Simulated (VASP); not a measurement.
# ZrH5 (P3m1) in VASP: single point with PBE

Aim: the single point of ZrH5 with PBE.

Program: VASP 6.6.1. These are calculated values, not measurements. Logs are shortened: lines on timing, memory, paths and dates and some standing lists are left out, and cuts for length are marked.

**1. The cell of the first run**

It takes space group P3m1 (No. 156, trigonal). Conventional cell: a = 3.716 Å, b = 3.716 Å, c = 3.887 Å, α = 90.00°, β = 90.00°, γ = 120.00°. Within 2.4 Å of Zr (site symmetry 3m) lie 8 H at 1.81 to 2.16 Å. Within 1.6 Å of H (site symmetry m) lie 1 H at 1.19 Å. H (site symmetry 3m) has 3 H at 1.19 Å within 1.6 Å. H (site symmetry 3m) has 3 Zr at 2.16 Å and 18 H at 2.55 to 2.95 Å within 3.0 Å.

The cell was built from a structure type or drawn by symmetry, and may not be a known phase.

**2. Single point, PBE**

Input file INCAR:

```
SYSTEM = ZrH5
PREC = Accurate
ENCUT = 500
EDIFF = 1E-6
ISMEAR = 0
SIGMA = 0.2
LREAL = .FALSE.
LASPH = .TRUE.
NELM = 120
ALGO = Normal
ISIF = 2
LWAVE = .FALSE.
LCHARG = .FALSE.
GGA = PE
NBANDS = 18
GGA_COMPAT = .FALSE.
```

Input file KPOINTS:

```
Automatic mesh
0
G
  4 4 4
  0 0 0
```

Input file POSCAR:

```
ZrH5
1.0
    3.7155105802     -0.0000000023      0.0000000000
   -1.8577552881      3.2177265516      0.0000000000
    0.0000000000      0.0000000000      3.8869875326
Zr H
1 5
Direct
    0.0000000000      0.0000000000      1.1730231707
    0.1793869682      0.8206130318      0.7816540611
    0.1793869682      0.3587739365      0.7816540611
    0.6412260635      0.8206130318      0.7816540611
    0.0000000000      0.0000000000      0.7078438550
    0.6666666667      0.3333333333      0.2306046210
```

Potentials or basis: VASP PAW PBE potentials, release 64 (Zr_sv, H).

The run is started by

```sh
$ cat potpaw_PBE.64/Zr_sv/POTCAR potpaw_PBE.64/H/POTCAR > POTCAR
$ mpirun -np 1 vasp_std > vasp.out
```

OUTCAR:

```text
SYSTEM = ZrH5
   PREC = Accurate
   ENCUT = 500
   EDIFF = 1E-6
   ISMEAR = 0
   LREAL = .FALSE.
   LASPH = .TRUE.
   NELM = 120
   ISIF = 2
   GGA = PE

 ion  position               nearest neighbor table
   1  0.000  0.000  0.173-   5 1.81   2 1.91   3 1.91   4 1.91   5 2.08   6 2.16   6 2.16   6 2.16

   2  0.179  0.821  0.782-   1 1.91
   3  0.179  0.359  0.782-   1 1.91
   4  0.641  0.821  0.782-   1 1.91
   5  0.000  0.000  0.708-   1 1.81   1 2.08
   6  0.667  0.333  0.231-   1 2.16   1 2.16   1 2.16

  LATTYP: Found a hexagonal cell.
 ALAT       =     3.7155105802
 C/A-ratio  =     1.0461516523

  Lattice vectors:

 A1 = (   3.7155105802,  -0.0000000023,   0.0000000000)
 A2 = (  -1.8577552881,   3.2177265516,   0.0000000000)
 A3 = (   0.0000000000,   0.0000000000,   3.8869875326)

Analysis of symmetry for initial positions (statically):
=====================================================================
 Subroutine PRICEL returns:
 Original cell was already a primitive cell.

 Routine SETGRP: Setting up the symmetry group for a
 hexagonal supercell.

 Subroutine GETGRP returns: Found  6 space group operations
 (whereof  6 operations were pure point group operations)
 out of a pool of 24 trial point group operations.

The static configuration has the point symmetry C_3v.

Analysis of symmetry for dynamics (positions and initial velocities):
=====================================================================
 Subroutine PRICEL returns:
 Original cell was already a primitive cell.

 Routine SETGRP: Setting up the symmetry group for a
 hexagonal supercell.

 Subroutine GETGRP returns: Found  6 space group operations
 (whereof  6 operations were pure point group operations)
 out of a pool of 24 trial point group operations.

The dynamic configuration has the point symmetry C_3v.

 Subroutine INISYM returns: Found  6 space group operations
 (whereof  6 operations are pure point group operations),
 and found     1 'primitive' translations

----------------------------------------------------------------------------------------

                                     Primitive cell

  volume of cell :      46.4709
[... 84 lines left out ...]
   NELM   =    120;   NELMIN=  2; NELMDL= -5     # of ELM steps
   EDIFF  = 0.1E-05   stopping-criterion for ELM
   LREAL  =      F    real-space projection
   EDIFFG = 0.1E-04   stopping-criterion for IOM
   NSW    =      0    number of steps for IOM
   IBRION =     -1    ionic relax: 0-MD 1-quasi-New 2-CG
   NFREE  =      0    steps in history (QN), initial steepest desc. (CG)
   ISIF   =      2    stress and relaxation
   ISYM   =      2    0-nonsym 1-usesym 2-fastsym
   POTIM  = 0.5000    time-step for ionic-motion
   TEBEG  =    0.0;   TEEND  =   0.0 temperature during run
   PSTRESS=    0.0 pullay stress
   NELECT =      17.0000    total number of electrons
   NUPDOWN=      -1.0000    fix difference up-down
   EMIN   =  10.00;   EMAX   =-10.00  energy-range for DOS
   EFERMI =   0.00;   METHOD = LEGACY
   ISMEAR =     0;   SIGMA  =   0.20  broadening in eV -4-tet -1-fermi 0-gaus
   EFERMI_NEDOS =   21; number of points for ismear=-14 and -15
   IALGO  =     38    algorithm
   IMIX   =      4    mixing-type and parameters
     AMIX     =   0.40;   BMIX     =  1.00
     AMIX_MAG =   1.60;   BMIX_MAG =  1.00
  volume/ion in A,a.u.               =       7.75        52.27
  Fermi-wavevector in a.u.,A,eV,Ry     =   1.170840  2.212567 18.651768  1.370866
  Thomas-Fermi vector in A             =   2.307293
   LORBIT       =      0    0 simple, 1 ext, 2 COOP (PROOUT), +10 PAW based schemes
   GGA     = PE    functional components
   LHFCALC =     F    Hartree Fock is set to
   AEXX    =    0.0000 exact exchange contribution
   IVDW    =     0    specifies the selected vdW correction
   LEPSILON=     F    determine dielectric tensor
   LRPA    =     F    only Hartree local field effects (RPA)
 non-spin polarized calculation
 Gauss-broadening in eV      SIGMA  =   0.20
  energy-cutoff  :      500.00
  volume of cell :       46.47
 maximum number of plane-waves:      1191
 NGX is ok and might be reduce to    28
   NGX = 13   NGY = 13   NGZ = 15

 number of electron      17.0000001 magnetization

 Free energy of the ion-electron system (eV)
  ---------------------------------------------------
  ext. energy  EPLUGINS =         0.00000000
  ---------------------------------------------------
  free energy    TOTEN  =       -23.64326518 eV

  energy without entropy =      -23.58876690  energy(sigma->0) =      -23.61601604

 E-fermi :   4.4835     XC(G=0):  -9.8028

 val. band max:        4.3457062368   @ k =   0.5000   0.0000   0.2500
 cond. band min:       4.5212086199   @ k =   0.2500   0.2500   0.2500
 fundamental gap:      0.1755023831
 Fermi energy:         4.4835313759

 k-point     1 :       0.0000    0.0000    0.0000
  band No.  band energies     occupation
      1     -44.6076      2.00000
      2     -22.8413      2.00000
      3     -22.5276      2.00000
      4     -22.5276      2.00000
      5      -6.5687      2.00000
      6      -1.0477      2.00000
[... 250 lines left out ...]
      5      -3.4792      2.00000
      6      -1.0130      2.00000
[... 10 lines left out ...]
     17      14.2684      0.00000
     18      17.4897      0.00000

------------------------ aborting loop because EDIFF is reached ----------------------------------------

  FORCE on cell =-STRESS in cart. coord.  units (eV):
  Direction    XX          YY          ZZ          XY          YZ          ZX
  --------------------------------------------------------------------------------------
  -------------------------------------------------------------------------------------
  Total       -0.1278658     -0.1278658     -0.1511447     -0.0000000     -0.0000000     -0.0000000
  in kB       -4.4084310     -4.4084310     -5.2110206     -0.0000000     -0.0000000     -0.0000000
  external PRESSURE =      -4.6759608 kB  Pullay stress =       0.0000000 kB

 VOLUME and BASIS-vectors are now :
 -----------------------------------------------------------------------------
  energy-cutoff  :      500.00
  volume of cell :       46.47
      direct lattice vectors                 reciprocal lattice vectors
     3.715510580 -0.000000002  0.000000000     0.269142014  0.155389214  0.000000000
    -1.857755288  3.217726552  0.000000000     0.000000000  0.310778428  0.000000000
     0.000000000  0.000000000  3.886987533     0.000000000  0.000000000  0.257268641

 POSITION                                       TOTAL-FORCE (eV/Angst)
 -----------------------------------------------------------------------------------
      0.00000      0.00000      0.67254         0.000000     -0.000000     -0.023992
     -0.85798      2.64051      3.03828         0.017007     -0.009819     -0.007237
      0.00000      1.15444      3.03828         0.000000      0.019638     -0.007237
      0.85798      2.64051      3.03828        -0.017007     -0.009819     -0.007237
      0.00000      0.00000      2.75138         0.000000      0.000000      0.045520
      1.85776      1.07258      0.89636         0.000000      0.000000      0.000184
 -----------------------------------------------------------------------------------
    total drift:                                0.000000     -0.000000      0.000173

  FREE ENERGIE OF THE ION-ELECTRON SYSTEM (eV)
  ---------------------------------------------------
  free  energy   TOTEN  =       -23.6432651762 eV

  energy  without entropy=      -23.5887668974  energy(sigma->0) =      -23.61601604
```

OSZICAR:

```text
N       E                     dE             d eps       ncg     rms          rms(c)
DAV:   1     0.848219819453E+02    0.84822E+02   -0.72612E+03   468   0.798E+02
DAV:   2    -0.198528133170E+02   -0.10467E+03   -0.99200E+02   598   0.228E+02
DAV:   3    -0.258016443793E+02   -0.59488E+01   -0.59023E+01   754   0.430E+01
DAV:   4    -0.258953821647E+02   -0.93738E-01   -0.93587E-01   568   0.531E+00
DAV:   5    -0.258971468463E+02   -0.17647E-02   -0.17645E-02   618   0.554E-01    0.178E+01
DAV:   6    -0.237923841627E+02    0.21048E+01   -0.23727E+00   512   0.114E+01    0.620E+00
DAV:   7    -0.236496765110E+02    0.14271E+00   -0.42837E-01   626   0.404E+00    0.187E+00
DAV:   8    -0.236424663282E+02    0.72102E-02   -0.53394E-02   516   0.179E+00    0.524E-01
DAV:   9    -0.236431184282E+02   -0.65210E-03   -0.36465E-03   562   0.451E-01    0.137E-01
DAV:  10    -0.236432460281E+02   -0.12760E-03   -0.58861E-04   512   0.180E-01    0.347E-02
DAV:  11    -0.236432596536E+02   -0.13625E-04   -0.38011E-05   550   0.464E-02    0.945E-03
DAV:  12    -0.236432648138E+02   -0.51603E-05   -0.79455E-06   518   0.215E-02    0.634E-03
DAV:  13    -0.236432651762E+02   -0.36236E-06   -0.79990E-07   434   0.723E-03
   1 F= -.23643265E+02 E0= -.23616016E+02  d E =-.544983E-01
```

stdout:

```text
POSCAR found type information on POSCAR ZrH
 POSCAR found :  2 types and       6 ions
 scaLAPACK will be used
 LDA part: xc-table for (Slater+PW92), standard interpolation
 POSCAR, INCAR and KPOINTS ok, starting setup
 FFT: planning ... GRIDC
 FFT: planning ... GRID_SOFT
 FFT: planning ... GRID
 WAVECAR not read
 entering main loop
```

Run time: 25 s. Hardware: 1 thread of AMD EPYC, shared host; peak memory 0.12 GiB.

What came out:

```
Free energy            : -23.6433 eV
Pressure               : -0.5 GPa
Largest force          : 0.046 eV/Å
Band gap on the k mesh : zero (an odd number of electrons rules out a gap without spin polarisation)
```

Forces in eV/Å, atoms in the order of the input:
```
Zr   0.000  0.000 -0.024
H    0.017 -0.010 -0.007
H    0.000  0.020 -0.007
H   -0.017 -0.010 -0.007
H    0.000  0.000  0.046
H    0.000  0.000  0.000
```

Levels at points of the mesh, in eV from the Fermi level:
| k point | band 4 | band 5 | band 6 | band 7 | band 8 | band 9 | band 10 | band 11 | band 12 | band 13 |
| --- | --- | --- | --- | --- | --- | --- | --- | --- | --- | --- |
| (0.00, 0.00, 0.00) | -27.01 | -11.05 | -5.53 | -0.95 | -0.95 | 0.92 | 1.24 | 1.24 | 3.84 | 3.84 |
| (0.50, 0.00, 0.00) | -27.06 | -9.68 | -5.52 | -4.56 | -1.00 | 0.08 | 2.75 | 3.18 | 3.24 | 3.84 |
| (0.00, 0.00, 0.50) | -27.00 | -9.39 | -5.75 | -1.74 | -1.74 | 0.88 | 0.88 | 1.36 | 1.87 | 5.41 |
| (0.50, 0.00, 0.50) | -27.04 | -7.89 | -5.90 | -4.26 | -2.33 | -0.17 | 1.93 | 3.11 | 3.38 | 4.68 |

Caveat: the k points lie up to 0.49 Å⁻¹ apart, too coarse for converged energies and pressures of a metal.
